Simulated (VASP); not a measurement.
# AlSi16 (a cell with a defect) in VASP: single point with PBE+D3(BJ)

Aim: the single point of AlSi16 (a cell with a defect) with PBE+D3(BJ).

All numbers are computed with VASP 6.6.1; they aren't measurements. Logs are shortened: lines on timing, memory, paths and dates and some standing lists are left out, and cuts for length are marked.

## Step 1: The cell of the first run

The cell holds a defect, 17 atoms: a = 7.679 Å, b = 7.679 Å, c = 7.679 Å, α = 60.00°, β = 60.00°, γ = 60.00°.

## Step 2: Single point, PBE+D3(BJ), collinear spin, zero start

Input file INCAR:

```
SYSTEM = AlSi16
  PREC = Accurate
  ENCUT = 520
  EDIFF = 1E-6
  ISMEAR = 0
  SIGMA = 0.05
  LREAL = Auto
  LASPH = .True.
  NELM = 150
  ALGO = Normal
  ISIF = 2
  LWAVE = .False.
  LCHARG = .False.
  ISPIN = 2
  MAGMOM = 0 0 0 0 0 0 0 0 0 0 0 0 0 0 0 0 0
  LORBIT = 11
  GGA = PE
  IVDW = 12
  NBANDS = 52
```

Input file KPOINTS:

```
regular mesh
0
Gamma
  2 2 2
  0 0 0
```

Input file POSCAR:

```
AlSi16
1.0
    0.0000000000      5.4300000000      5.4300000000
    5.4300000000      0.0000000000      5.4300000000
    5.4300000000      5.4300000000      0.0000000000
Si Al
16 1
Direct
   -0.0103118785      0.0032617864      0.0028348987
    0.1134804788      0.1269661142      0.1265346225
   -0.0089779006      0.0047858195      0.5013874770
    0.1134603131      0.1269733886      0.6316290055
   -0.0089814917      0.5018205341      0.0043592081
    0.1134622468      0.6320581952      0.1265421731
   -0.0089842541      0.5018389503      0.5014030387
    0.1278309392      0.6238837937      0.6234626151
    0.4882998158      0.0046979742      0.0042734807
    0.6184772560      0.1269954880      0.1265851750
    0.4883039595      0.0046750460      0.5013763352
    0.6102027624      0.1414322284      0.6234987109
    0.4882979742      0.5017858195      0.0042611418
    0.6101943831      0.6239218232      0.1410094843
    0.4896731123      0.5032622468      0.5028410681
    0.6102046961      0.6239074586      0.6234930939
    0.7396139963      0.7532882136      0.7528727440
```

Potentials or basis: VASP PAW PBE potentials, release 64 (Si, Al).

On the command line:

```bash
$ cat potpaw_PBE.64/Si/POTCAR potpaw_PBE.64/Al/POTCAR > POTCAR
$ mpirun -np 1 vasp_std > vasp.out
```

OUTCAR:

```text
SYSTEM = AlSi16
   PREC = Accurate
   ENCUT = 520
   EDIFF = 1E-6
   ISMEAR = 0
   LREAL = Auto
   LASPH = .True.
   NELM = 150
   ISIF = 2
   ISPIN = 2
   LORBIT = 11
   GGA = PE
   IVDW = 12
 IVDW          = 12

 ion  position               nearest neighbor table
   1  0.990  0.003  0.003-   2 2.33   6 2.33   4 2.33  10 2.33
   2  0.113  0.127  0.127-   1 2.33   9 2.35   3 2.35   5 2.35
   3  0.991  0.005  0.501-   2 2.35   4 2.35  12 2.39   8 2.39  17 2.73
   4  0.113  0.127  0.632-   1 2.33  11 2.35   7 2.35   3 2.35
   5  0.991  0.502  0.004-   2 2.35   6 2.35  14 2.39   8 2.39  17 2.73
   6  0.113  0.632  0.127-   1 2.33  13 2.35   7 2.35   5 2.35
   7  0.991  0.502  0.501-   6 2.35   4 2.35  16 2.39   8 2.39  17 2.73
   8  0.128  0.624  0.623-  15 2.27   5 2.39   3 2.39   7 2.39  17 2.43
   9  0.488  0.005  0.004-  10 2.35   2 2.35  12 2.39  14 2.39  17 2.73
  10  0.618  0.127  0.127-   1 2.33   9 2.35  13 2.35  11 2.35
  11  0.488  0.005  0.501-  10 2.35   4 2.35  16 2.39  12 2.39  17 2.73
  12  0.610  0.141  0.623-  15 2.27   9 2.39  11 2.39   3 2.39  17 2.43
  13  0.488  0.502  0.004-  10 2.35   6 2.35  16 2.39  14 2.39  17 2.73
  14  0.610  0.624  0.141-  15 2.27   9 2.39  13 2.39   5 2.39  17 2.43
  15  0.490  0.503  0.503-  16 2.27  12 2.27  14 2.27   8 2.27
  16  0.610  0.624  0.623-  15 2.27  11 2.39  13 2.39   7 2.39  17 2.43
  17  0.740  0.753  0.753-  14 2.43  12 2.43  16 2.43   8 2.43  11 2.73   9 2.73  13 2.73   5 2.73
                             3 2.73   7 2.73

  LATTYP: Found a face centered cubic cell.
 ALAT       =    10.8600000000

  Lattice vectors:

 A1 = (   0.0000000000,   5.4300000000,   5.4300000000)
 A2 = (   5.4300000000,   0.0000000000,   5.4300000000)
 A3 = (   5.4300000000,   5.4300000000,   0.0000000000)

Analysis of symmetry for initial positions (statically):
=====================================================================
 Subroutine PRICEL returns:
 Original cell was already a primitive cell.

 Routine SETGRP: Setting up the symmetry group for a
 face centered cubic supercell.

 Subroutine GETGRP returns: Found  1 space group operations
 (whereof  1 operations were pure point group operations)
 out of a pool of 48 trial point group operations.

The static configuration has the point symmetry C_1 .

Analysis of symmetry for dynamics (positions and initial velocities):
=====================================================================
 Subroutine PRICEL returns:
 Original cell was already a primitive cell.

 Routine SETGRP: Setting up the symmetry group for a
 face centered cubic supercell.

 Subroutine GETGRP returns: Found  1 space group operations
 (whereof  1 operations were pure point group operations)
 out of a pool of 48 trial point group operations.

The dynamic configuration has the point symmetry C_1 .

Analysis of structural, dynamic, and magnetic symmetry:
=====================================================================
 Subroutine PRICEL returns:
 Original cell was already a primitive cell.

 Routine SETGRP: Setting up the symmetry group for a
 face centered cubic supercell.

 Subroutine GETGRP returns: Found  1 space group operations
 (whereof  1 operations were pure point group operations)
 out of a pool of 48 trial point group operations.

The overall configuration has the point symmetry C_1 .

 Subroutine INISYM returns: Found  1 space group operations
 (whereof  1 operations are pure point group operations),
 and found     1 'primitive' translations

----------------------------------------------------------------------------------------

                                     Primitive cell

  volume of cell :     320.2060

  direct lattice vectors                    reciprocal lattice vectors
     0.000000000  5.430000000  5.430000000    -0.092081031  0.092081031  0.092081031
     5.430000000  0.000000000  5.430000000     0.092081031 -0.092081031  0.092081031
     5.430000000  5.430000000  0.000000000     0.092081031  0.092081031 -0.092081031

  length of vectors
     7.679179644  7.679179644  7.679179644     0.159489025  0.159489025  0.159489025

  position of ions in fractional coordinates (direct lattice)
     0.989688122  0.003261786  0.002834899
     0.113480479  0.126966114  0.126534623
     0.991022099  0.004785820  0.501387477
[... 77 lines left out ...]
   NGX,Y,Z   is equivalent  to a cutoff of  12.99, 12.99, 12.99 a.u.
   NGXF,Y,Z  is equivalent  to a cutoff of  25.98, 25.98, 25.98 a.u.
 SYSTEM =  AlSi16
   PREC   = accura    normal or accurate (medium, high low for compatibility)
   ISTART =      0    job   : 0-new  1-cont  2-samecut
   ICHARG =      2    charge: 1-file 2-atom 10-const
   ISPIN  =      2    spin polarized calculation?
   LNONCOLLINEAR =      F non collinear calculations
   LSORBIT =      F    spin-orbit coupling
   LASPH  =      T    aspherical Exc in radial PAW
   ENCUT  =  520.0 eV  38.22 Ry    6.18 a.u.  14.28 14.28 14.28*2*pi/ulx,y,z
   NELM   =    150;   NELMIN=  2; NELMDL= -5     # of ELM steps
   EDIFF  = 0.1E-05   stopping-criterion for ELM
   LREAL  =      T    real-space projection
   EDIFFG = 0.1E-04   stopping-criterion for IOM
   NSW    =      0    number of steps for IOM
   IBRION =     -1    ionic relax: 0-MD 1-quasi-New 2-CG
   NFREE  =      0    steps in history (QN), initial steepest desc. (CG)
   ISIF   =      2    stress and relaxation
   ISYM   =      2    0-nonsym 1-usesym 2-fastsym
   POTIM  = 0.5000    time-step for ionic-motion
   TEBEG  =    0.0;   TEEND  =   0.0 temperature during run
   PSTRESS=    0.0 pullay stress
   NELECT =      67.0000    total number of electrons
   NUPDOWN=      -1.0000    fix difference up-down
   EMIN   =  10.00;   EMAX   =-10.00  energy-range for DOS
   EFERMI =   0.00;   METHOD = LEGACY
   ISMEAR =     0;   SIGMA  =   0.05  broadening in eV -4-tet -1-fermi 0-gaus
   EFERMI_NEDOS =   21; number of points for ismear=-14 and -15
   IALGO  =     38    algorithm
   IMIX   =      4    mixing-type and parameters
     AMIX     =   0.40;   BMIX     =  1.00
     AMIX_MAG =   1.60;   BMIX_MAG =  1.00
  volume/ion in A,a.u.               =      18.84       127.11
  Fermi-wavevector in a.u.,A,eV,Ry     =   0.971904  1.836632 12.852022  0.944597
  Thomas-Fermi vector in A             =   2.102159
   LORBIT       =     11    0 simple, 1 ext, 2 COOP (PROOUT), +10 PAW based schemes
   GGA     = PE    functional components
   LHFCALC =     F    Hartree Fock is set to
   AEXX    =    0.0000 exact exchange contribution
   IVDW    =    12    specifies the selected vdW correction
   LEPSILON=     F    determine dielectric tensor
   LRPA    =     F    only Hartree local field effects (RPA)
 spin polarized calculation
 Gauss-broadening in eV      SIGMA  =   0.05
  energy-cutoff  :      520.00
  volume of cell :      320.21
 maximum number of plane-waves:      8646
 NGX is ok and might be reduce to    60
   NGX = 29   NGY = 29   NGZ = 29

 number of electron      67.0000000 magnetization       0.0001146

 number of electron      67.0000000 magnetization      -0.0000504

 Free energy of the ion-electron system (eV)
  ---------------------------------------------------
  ext. energy  EPLUGINS =         0.00000000
  ---------------------------------------------------
  free energy    TOTEN  =       -86.69706354 eV

  energy without entropy =      -86.69001117  energy(sigma->0) =      -86.69353735

 E-fermi :   6.9043     XC(G=0):  -9.6572

 val. band max:        6.9042874759   @ k =   0.0000   0.0000   0.0000
 cond. band min:       6.9043116847   @ k =   0.0000   0.0000   0.0000
 fundamental gap:      0.0000242088
 Fermi energy:         6.9042995971

 spin component 1

 k-point     1 :       0.0000    0.0000    0.0000
  band No.  band energies     occupation
      1      -6.0071      1.00000
      2      -3.5542      1.00000
      3      -3.5381      1.00000
      4      -3.5379      1.00000
      5      -3.5368      1.00000
      6      -2.3999      1.00000
[... 373 lines left out ...]
     44      10.3342      0.00000
     45      10.4683      0.00000
 Fermi energy:         6.9042995971

 spin component 2

 k-point     1 :       0.0000    0.0000    0.0000
  band No.  band energies     occupation
      1      -6.0071      1.00000
      2      -3.5542      1.00000
      3      -3.5381      1.00000
      4      -3.5379      1.00000
      5      -3.5368      1.00000
      6      -2.3999      1.00000
[... 373 lines left out ...]
     44      10.3342      0.00000
     45      10.4683      0.00000
 [bands above 45 left out]

------------------------ aborting loop because EDIFF is reached ----------------------------------------

 Edisp (eV)   -5.60992

 E8    (eV) :    -2.3331

  FORCE on cell =-STRESS in cart. coord.  units (eV):
  Direction    XX          YY          ZZ          XY          YZ          ZX
  --------------------------------------------------------------------------------------
  -------------------------------------------------------------------------------------
  Total       4.91754     4.91080     4.91441    -0.00144    -0.00315    -0.00404
  in kB      24.60532    24.57160    24.58968    -0.00721    -0.01574    -0.02021
  external pressure =       24.59 kB  Pullay stress =        0.00 kB

 VOLUME and BASIS-vectors are now :
 -----------------------------------------------------------------------------
  energy-cutoff  :      520.00
  volume of cell :      320.21
      direct lattice vectors                 reciprocal lattice vectors
     0.000000000  5.430000000  5.430000000    -0.092081031  0.092081031  0.092081031
     5.430000000  0.000000000  5.430000000     0.092081031 -0.092081031  0.092081031
     5.430000000  5.430000000  0.000000000     0.092081031  0.092081031 -0.092081031

 POSITION                                       TOTAL-FORCE (eV/Angst)
 -----------------------------------------------------------------------------------
      0.03311      5.38940      5.39172        -0.002492      0.000340      0.001325
      1.37651      1.30328      1.30562         0.003672     -0.002044     -0.001123
      2.74852      8.10378      5.40724        -0.003260      0.005121     -0.002867
      4.11921      4.04583      1.30556         0.000691     -0.003454     -0.000442
      2.74856      5.40490      8.10612        -0.002204     -0.003463      0.004059
      4.11920      1.30322      4.04818         0.000297     -0.000734     -0.004116
[... 9 lines left out ...]
      6.77339      6.69898      6.70123        -0.004220     -0.001464     -0.001933
      8.17845      8.10420      8.10646        -0.007757      0.003995      0.005223
 -----------------------------------------------------------------------------------
    total drift:                                0.009264     -0.001209     -0.002294

  FREE ENERGIE OF THE ION-ELECTRON SYSTEM (eV)
  ---------------------------------------------------
  free  energy   TOTEN  =       -92.3069787881 eV

  energy  without entropy=      -92.2999264141  energy(sigma->0) =      -92.30345260

 total charge

# of ion       s       p       d       tot
------------------------------------------
    1        0.736   0.970   0.000   1.706
    2        0.746   0.950   0.000   1.696
    3        0.743   0.929   0.000   1.672
    4        0.746   0.950   0.000   1.696
    5        0.743   0.929   0.000   1.672
    6        0.746   0.950   0.000   1.696
[... 9 lines left out ...]
   16        0.758   0.950   0.000   1.708
   17        0.508   0.335   0.000   0.843
--------------------------------------------------
tot         12.479  15.471   0.000  27.950

 magnetization (x)

# of ion       s       p       d       tot
------------------------------------------
    1        0.000   0.000   0.000   0.000
    2        0.000  -0.000   0.000  -0.000
    3       -0.000   0.000   0.000  -0.000
    4        0.000  -0.000   0.000  -0.000
    5       -0.000   0.000   0.000   0.000
    6        0.000  -0.000   0.000  -0.000
[... 9 lines left out ...]
   16       -0.000  -0.000   0.000  -0.000
   17        0.000  -0.000   0.000  -0.000
--------------------------------------------------
tot         -0.000  -0.000   0.000  -0.000
```

It took 15 min on 1 thread of Intel Xeon 8259CL, shared host; peak memory 0.71 GiB.

What came out:

| Item | Value |
| --- | --- |
| Free energy | -92.3070 eV |
| Pressure | 2.5 GPa |
| Largest force | 0.010 eV/Å |
| Net moment | 0.00 μB per cell |
| Valence electrons inside the program's atomic spheres | Si 1.71, 1.70, 1.67, 1.75 (each value once); Al 0.84 |
| Dispersion energy per atom | -0.330 eV |

Forces in eV/Å, atoms in the order of the input:
```
Si  -0.002  0.000  0.001
Si   0.004 -0.002 -0.001
Si  -0.003  0.005 -0.003
Si   0.001 -0.003  0.000
Si  -0.002 -0.003  0.004
Si   0.000 -0.001 -0.004
Si   0.003  0.006  0.004
Si   0.001 -0.003 -0.003
Si   0.000 -0.002 -0.001
Si  -0.003  0.004  0.003
Si   0.004  0.000 -0.003
Si   0.003 -0.003  0.004
Si   0.003 -0.002  0.000
Si   0.004  0.005 -0.004
Si   0.000 -0.002 -0.001
Si  -0.004 -0.001 -0.002
Al  -0.008  0.004  0.005
```

Levels at points of the mesh, in eV from the Fermi level:
Spin up:
```tsv
k point	band 31	band 32	band 33	band 34	band 35	band 36
(0.00, 0.00, 0.00)	-0.76	-0.76	-0.76	-0.22	-0.22	-0.22
(0.50, 0.00, 0.00)	-1.41	-1.41	-0.61	0.22	0.54	0.54
(0.00, 0.50, 0.00)	-1.41	-1.41	-0.61	0.22	0.54	0.54
(0.00, 0.00, 0.50)	-1.41	-1.41	-0.61	0.22	0.54	0.54
(0.50, 0.50, 0.50)	-1.41	-1.41	-0.61	0.22	0.54	0.54
(0.50, 0.50, 0.00)	-2.03	-1.90	-0.26	0.19	1.09	1.40
(0.00, 0.50, 0.50)	-2.03	-1.90	-0.26	0.19	1.09	1.40
(0.50, 0.00, 0.50)	-2.03	-1.90	-0.26	0.19	1.09	1.40
```
Spin down:
| k point | band 30 | band 31 | band 32 | band 33 | band 34 | band 35 | band 36 | band 37 |
| --- | --- | --- | --- | --- | --- | --- | --- | --- |
| (0.00, 0.00, 0.00) | -1.75 | -0.76 | -0.76 | -0.76 | -0.22 | -0.22 | -0.22 | 0.00 |
| (0.50, 0.00, 0.00) | -1.58 | -1.41 | -1.41 | -0.61 | 0.22 | 0.54 | 0.54 | 0.87 |
| (0.00, 0.50, 0.00) | -1.58 | -1.41 | -1.41 | -0.61 | 0.22 | 0.54 | 0.54 | 0.87 |
| (0.00, 0.00, 0.50) | -1.58 | -1.41 | -1.41 | -0.61 | 0.22 | 0.54 | 0.54 | 0.87 |
| (0.50, 0.50, 0.50) | -1.58 | -1.41 | -1.41 | -0.61 | 0.22 | 0.54 | 0.54 | 0.87 |
| (0.50, 0.50, 0.00) | -2.03 | -2.03 | -1.90 | -0.26 | 0.19 | 1.09 | 1.40 | 1.40 |
| (0.00, 0.50, 0.50) | -2.03 | -2.03 | -1.90 | -0.26 | 0.19 | 1.09 | 1.40 | 1.40 |
| (0.50, 0.00, 0.50) | -2.03 | -2.03 | -1.90 | -0.26 | 0.19 | 1.09 | 1.40 | 1.40 |

Caveat: the k points lie up to 0.50 Å⁻¹ apart; no moment was typed at the start, so none could form.
